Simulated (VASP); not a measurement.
# Si (P6_3/mmc) in VASP: further runs

The runs below take Si through relaxation of the atoms, with LDA.

Program: VASP 6.6.1. These are calculated values, not measurements. Logs are shortened: lines on timing, memory, paths and dates and some standing lists are left out, and cuts for length are marked.

## Step 1: The cell of the first run

The structure is hexagonal, space group P6_3/mmc (No. 194). Conventional cell: a = 3.796 Å, b = 3.796 Å, c = 6.383 Å, α = 90.00°, β = 90.00°, γ = 120.00°. Si (site symmetry 3m) has 4 Si at 2.34 to 2.37 Å within 3.1 Å.

## Step 2: Relaxation of the atoms, LDA (strained cell)

Input file INCAR:

```
  PREC = Accurate
  ENCUT = 450
  EDIFF = 1E-7
  ISMEAR = 0
  SIGMA = 0.02
  LREAL = F
  LASPH = T
  NELM = 120
  ALGO = Normal
  ISIF = 2
  LWAVE = F
  LCHARG = F
  GGA = CA
  IBRION = 2
  NSW = 60
  EDIFFG = -0.002
  GGA_COMPAT = F
  NELMIN = 4
```

Input file KPOINTS:

```
regular mesh
0
Gamma
  9 9 6
```

Input file POSCAR:

```
Si
1.0
    3.7963356680      0.0000000000      0.0000000000
   -1.8981678340      3.2877231297      0.0000000000
    0.0000000000      0.0000000000      6.3827331728
Si
4
Direct
    0.3333333333      0.6666666667      0.0011666588
    0.6666666667      0.3333333333      0.5011666588
    0.3333333333      0.6666666667      0.3728333412
    0.6666666667      0.3333333333      0.8728333412
```

Potentials or basis: VASP PAW LDA potentials, release 64 (Si).

Command:

```bash
> cat potpaw_LDA.64/Si/POTCAR > POTCAR
> mpirun -np 1 vasp_std > vasp.out
```

OUTCAR:

```text
PREC = Accurate
   ENCUT = 450
   EDIFF = 1E-7
   ISMEAR = 0
   LREAL = F
   LASPH = T
   NELM = 120
   ISIF = 2
   GGA = CA
   IBRION = 2
   NSW = 60
   EDIFFG = -0.002
   NELMIN = 4

 ion  position               nearest neighbor table
   1  0.333  0.667  0.001-   4 2.34   4 2.34   4 2.34   3 2.37
   2  0.667  0.333  0.501-   3 2.34   3 2.34   3 2.34   4 2.37
   3  0.333  0.667  0.373-   2 2.34   2 2.34   2 2.34   1 2.37
   4  0.667  0.333  0.873-   1 2.34   1 2.34   1 2.34   2 2.37

  LATTYP: Found a hexagonal cell.
 ALAT       =     3.7963356680
 C/A-ratio  =     1.6812878868

  Lattice vectors:

 A1 = (   3.7963356680,   0.0000000000,   0.0000000000)
 A2 = (  -1.8981678340,   3.2877231297,   0.0000000000)
 A3 = (   0.0000000000,   0.0000000000,   6.3827331728)

Analysis of symmetry for initial positions (statically):
=====================================================================
 Subroutine PRICEL returns:
 Original cell was already a primitive cell.

 Routine SETGRP: Setting up the symmetry group for a
 hexagonal supercell.

 Subroutine GETGRP returns: Found 24 space group operations
 (whereof  6 operations were pure point group operations)
 out of a pool of 24 trial point group operations.

The static configuration has the point symmetry C_3v.
 The point group associated with its full space group is D_6h.

Analysis of symmetry for dynamics (positions and initial velocities):
=====================================================================
 Subroutine PRICEL returns:
 Original cell was already a primitive cell.

 Routine SETGRP: Setting up the symmetry group for a
 hexagonal supercell.

 Subroutine GETGRP returns: Found 24 space group operations
 (whereof  6 operations were pure point group operations)
 out of a pool of 24 trial point group operations.

The dynamic configuration has the point symmetry C_3v.
 The point group associated with its full space group is D_6h.

 Subroutine INISYM returns: Found 24 space group operations
 (whereof  6 operations are pure point group operations),
 and found     1 'primitive' translations

----------------------------------------------------------------------------------------

                                     Primitive cell

  volume of cell :      79.6648

  direct lattice vectors                    reciprocal lattice vectors
     3.796335668  0.000000000  0.000000000     0.263411902  0.152080933  0.000000000
    -1.898167834  3.287723130  0.000000000     0.000000000  0.304161865  0.000000000
     0.000000000  0.000000000  6.382733173     0.000000000  0.000000000  0.156672694

  length of vectors
     3.796335668  3.796335668  6.382733173     0.304161865  0.304161865  0.156672694

  position of ions in fractional coordinates (direct lattice)
     0.333333333  0.666666667  0.001166659
     0.666666667  0.333333333  0.501166659
     0.333333333  0.666666667  0.372833341
     0.666666667  0.333333333  0.872833341

  ion indices of the primitive-cell ions
   primitive index   ion index
                 1           1
                 2           2
                 3           3
                 4           4

----------------------------------------------------------------------------------------

 KPOINTS: regular mesh

Automatic generation of k-mesh.
 Grid dimensions read from file:
 generate k-points for:    9    9    6

 Generating k-lattice:

  Cartesian coordinates                     Fractional coordinates (reciprocal lattice)
     0.029267989  0.016897881  0.000000000     0.111111111 -0.000000000  0.000000000
     0.000000000  0.033795763  0.000000000     0.000000000  0.111111111  0.000000000
     0.000000000  0.000000000  0.026112116     0.000000000  0.000000000  0.166666667

  Length of vectors
     0.033795763  0.033795763  0.026112116

  Shift w.r.t. Gamma in fractional coordinates (k-lattice)
     0.000000000  0.000000000  0.000000000

 Subroutine IBZKPT returns following result:
 ===========================================

 Found     48 irreducible k-points:

 Following reciprocal coordinates:
            Coordinates               Weight
  0.000000  0.000000  0.000000      1.000000
  0.111111  0.000000  0.000000      6.000000
  0.222222 -0.000000  0.000000      6.000000
  0.333333 -0.000000  0.000000      6.000000
  0.444444 -0.000000  0.000000      6.000000
  0.111111  0.111111  0.000000      6.000000
[... 16 lines left out ...]
  0.333333  0.222222  0.166667     24.000000
  0.333333  0.333333  0.166667      4.000000
 [... further k-points ...]
   k-points           NKPTS =     48   k-points in BZ     NKDIM =     48   number of bands    NBANDS=     12
   number of dos      NEDOS =    301   number of ions     NIONS =      4
   total plane-waves  NPLWV =  37632
   dimension x,y,z NGX =    28 NGY =   28 NGZ =   48
   dimension x,y,z NGXF=    56 NGYF=   56 NGZF=   96
   ions per type =               4
   NGX,Y,Z   is equivalent  to a cutoff of  12.26, 12.26, 12.50 a.u.
   NGXF,Y,Z  is equivalent  to a cutoff of  24.52, 24.52, 25.00 a.u.
 SYSTEM =  unknown system
   PREC   = accura    normal or accurate (medium, high low for compatibility)
   ISTART =      0    job   : 0-new  1-cont  2-samecut
   ICHARG =      2    charge: 1-file 2-atom 10-const
   ISPIN  =      1    spin polarized calculation?
   LNONCOLLINEAR =      F non collinear calculations
   LSORBIT =      F    spin-orbit coupling
   LASPH  =      T    aspherical Exc in radial PAW
   ENCUT  =  450.0 eV  33.07 Ry    5.75 a.u.   6.57  6.57 11.04*2*pi/ulx,y,z
   NELM   =    120;   NELMIN=  4; NELMDL= -5     # of ELM steps
   EDIFF  = 0.1E-06   stopping-criterion for ELM
   LREAL  =      F    real-space projection
   EDIFFG = -.2E-02   stopping-criterion for IOM
   NSW    =     60    number of steps for IOM
   IBRION =      2    ionic relax: 0-MD 1-quasi-New 2-CG
   NFREE  =      1    steps in history (QN), initial steepest desc. (CG)
   ISIF   =      2    stress and relaxation
   ISYM   =      2    0-nonsym 1-usesym 2-fastsym
   POTIM  = 0.5000    time-step for ionic-motion
   TEBEG  =    0.0;   TEEND  =   0.0 temperature during run
   PSTRESS=    0.0 pullay stress
   NELECT =      16.0000    total number of electrons
   NUPDOWN=      -1.0000    fix difference up-down
   EMIN   =  10.00;   EMAX   =-10.00  energy-range for DOS
   EFERMI =   0.00;   METHOD = LEGACY
   ISMEAR =     0;   SIGMA  =   0.02  broadening in eV -4-tet -1-fermi 0-gaus
   EFERMI_NEDOS =   21; number of points for ismear=-14 and -15
   IALGO  =     38    algorithm
   IMIX   =      4    mixing-type and parameters
     AMIX     =   0.40;   BMIX     =  1.00
     AMIX_MAG =   1.60;   BMIX_MAG =  1.00
  volume/ion in A,a.u.               =      19.92       134.40
  Fermi-wavevector in a.u.,A,eV,Ry     =   0.958722  1.811722 12.505763  0.919148
  Thomas-Fermi vector in A             =   2.087854
   LORBIT       =      0    0 simple, 1 ext, 2 COOP (PROOUT), +10 PAW based schemes
   GGA     = CA    functional components
   LHFCALC =     F    Hartree Fock is set to
   AEXX    =    0.0000 exact exchange contribution
   IVDW    =     0    specifies the selected vdW correction
   LEPSILON=     F    determine dielectric tensor
   LRPA    =     F    only Hartree local field effects (RPA)
 conjugate gradient relaxation of ions
 non-spin polarized calculation
 Gauss-broadening in eV      SIGMA  =   0.02
  energy-cutoff  :      450.00
  volume of cell :       79.66
 maximum number of plane-waves:      1763
 NGX is ok and might be reduce to    28
   NGX = 13   NGY = 13   NGZ = 23

--------------------------------------- Ionic step        1  -------------------------------------------

 number of electron      16.0000000 magnetization

 Free energy of the ion-electron system (eV)
  ---------------------------------------------------
  ext. energy  EPLUGINS =         0.00000000
  ---------------------------------------------------
  free energy    TOTEN  =       -23.78741030 eV

  energy without entropy =      -23.78741030  energy(sigma->0) =      -23.78741030

------------------------ aborting loop because EDIFF is reached ----------------------------------------

  FORCE on cell =-STRESS in cart. coord.  units (eV):
  Direction    XX          YY          ZZ          XY          YZ          ZX
  --------------------------------------------------------------------------------------
  -------------------------------------------------------------------------------------
  Total       -0.0912642     -0.0912642     -1.4498504      0.0000000     -0.0000000      0.0000000
  in kB       -1.8354592     -1.8354592    -29.1586381      0.0000000     -0.0000000      0.0000000
  external PRESSURE =     -10.9431855 kB  Pullay stress =       0.0000000 kB
[... 61 lines left out ...]
  energy  without entropy=      -23.7874610254  energy(sigma->0) =      -23.78746103

--------------------------------------- Ionic step        3  -------------------------------------------

 number of electron      16.0000000 magnetization

 Free energy of the ion-electron system (eV)
  ---------------------------------------------------
  ext. energy  EPLUGINS =         0.00000000
  ---------------------------------------------------
  free energy    TOTEN  =       -23.78746395 eV

  energy without entropy =      -23.78746395  energy(sigma->0) =      -23.78746395

 E-fermi :   6.2109     XC(G=0):  -9.6226

 val. band max:        6.1188225724   @ k =   0.0000   0.0000   0.0000
 cond. band min:       6.4994282318   @ k =   0.4444  -0.0000   0.0000
 fundamental gap:      0.3806056594
 Fermi energy:         6.2108788418

 k-point     1 :       0.0000    0.0000    0.0000
  band No.  band energies     occupation
      1      -6.1823      2.00000
      2      -3.9569      2.00000
      3      -1.2354      2.00000
      4       4.6575      2.00000
      5       4.6575      2.00000
      6       5.6248      2.00000
      7       6.1188      2.00000
      8       6.1188      2.00000
      9       7.2405      0.00000
     10       8.1093      0.00000
     11       8.1224      0.00000
     12       8.1224      0.00000
[... 331 lines left out ...]
 k-point    24 :       0.3333    0.3333    0.1667
  band No.  band energies     occupation
      1      -2.8917      2.00000
      2      -2.8917      2.00000
      3      -0.7732      2.00000
      4      -0.7732      2.00000
      5       0.9050      2.00000
      6       2.4388      2.00000
      7       2.8079      2.00000
      8       2.8079      2.00000
      9       7.1129      0.00000
     10       9.6041      0.00000
     11       9.6041      0.00000
     12      11.4718      0.00000

 [... further k-points ...]

------------------------ aborting loop because EDIFF is reached ----------------------------------------

  FORCE on cell =-STRESS in cart. coord.  units (eV):
  Direction    XX          YY          ZZ          XY          YZ          ZX
  --------------------------------------------------------------------------------------
  -------------------------------------------------------------------------------------
  Total       -0.0685770     -0.0685770     -1.4879261      0.0000000      0.0000000      0.0000000
  in kB       -1.3791855     -1.3791855    -29.9243972      0.0000000      0.0000000      0.0000000
  external PRESSURE =     -10.8942561 kB  Pullay stress =       0.0000000 kB
[... 19 lines left out ...]
  FREE ENERGIE OF THE ION-ELECTRON SYSTEM (eV)
  ---------------------------------------------------
  free  energy   TOTEN  =       -23.7874639513 eV

  energy  without entropy=      -23.7874639513  energy(sigma->0) =      -23.78746395

 reached required accuracy - stopping structural energy minimisation
```

It took 43 s on 1 thread of Intel Xeon 8259CL, shared host; peak memory 0.16 GiB.

What came out:

* Free energy: -23.7875 eV
* Energy gained by relaxing: 0.0 meV/atom
* Ionic steps: 3
* Pressure after relaxing: -1.1 GPa
* Band gap on the k mesh: 0.38 eV, indirect (least direct gap 1.12 eV)

Final structure:
```
CELL_PARAMETERS angstrom
3.79634 0.00000 0.00000
-1.89817 3.28772 0.00000
0.00000 0.00000 6.38273
ATOMIC_POSITIONS crystal
Si 0.33333 0.66667 0.00101
Si 0.66667 0.33333 0.50101
Si 0.33333 0.66667 0.37299
Si 0.66667 0.33333 0.87299
```

Caveat: the cell differs from its parent crystal (strained cell).

## Step 3: Relaxation of the atoms, LDA (strained cell)

Input file INCAR:

```
ALGO     = Normal         # electronic algorithm
EDIFF    = 1E-7           # SCF threshold, eV
EDIFFG   = -0.002         # ionic threshold
ENCUT    = 450            # plane-wave cutoff, eV
GGA      = CA             # functional
GGA_COMPAT= F            
IBRION   = 2              # ionic algorithm
ISIF     = 2              # what is computed and relaxed
ISMEAR   = 0              # smearing method
LASPH    = T              # aspherical terms in the spheres
LCHARG   = F              # write CHGCAR
LREAL    = F              # projectors in reciprocal space
LWAVE    = F              # write WAVECAR
NELM     = 120            # most SCF steps
NELMIN   = 4            
NSW      = 60             # ionic steps
PREC     = Accurate       # precision mode
SIGMA    = 0.02           # smearing width, eV
```

Input file KPOINTS:

```
k-points
0
Gamma
  9 9 6
```

Input file POSCAR:

```
Si
1.0
    3.7931685640      0.0000000000      0.0000000000
   -1.8965842820      3.2849803372      0.0000000000
    0.0000000000      0.0000000000      6.3827331728
Si
4
Direct
    0.3333333333      0.6666666667      0.0010035389
    0.6666666667      0.3333333333      0.5010035389
    0.3333333333      0.6666666667      0.3729964611
    0.6666666667      0.3333333333      0.8729964611
```

Potentials or basis: VASP PAW LDA potentials, release 64 (Si).

Command:

```bash
> cat potpaw_LDA.64/Si/POTCAR > POTCAR
> mpirun -np 1 vasp_std > vasp.out
```

Run time: 57 s. Hardware: 1 thread of Intel Xeon 8259CL, shared host; peak memory 0.16 GiB.

Results (log left out):

- Free energy: -23.7875 eV
- Energy gained by relaxing: 0.0 meV/atom
- Ionic steps: 3
- Pressure after relaxing: -0.9 GPa
- Band gap on the k mesh: 0.38 eV, indirect (least direct gap 1.13 eV)

Stress tensor (GPa, compression positive):
```
 0.06  0.00  0.00
 0.00  0.06  0.00
 0.00  0.00 -2.94
```

Final structure:
```yaml
crystal:
  lattice:
    - [3.79317, 0.00000, 0.00000]
    - [-1.89658, 3.28498, 0.00000]
    - [0.00000, 0.00000, 6.38273]
  atoms:
    - { symbol: Si, position: [0.33333, 0.66667, 0.00107] }
    - { symbol: Si, position: [0.66667, 0.33333, 0.50107] }
    - { symbol: Si, position: [0.33333, 0.66667, 0.37293] }
    - { symbol: Si, position: [0.66667, 0.33333, 0.87293] }
```

Levels at points of the mesh, in eV from the valence-band top:
```csv
k point,band 6,band 7,band 8,band 9,band 10,band 11
"(0.00, 0.00, 0.00)",-0.50,0.00,0.00,1.13,1.98,2.00
"(0.00, 0.00, 0.50)",-0.89,-0.89,-0.89,1.87,1.87,2.96
```

Caveat: the cell differs from its parent crystal (strained cell). A k mesh can miss the band edges.
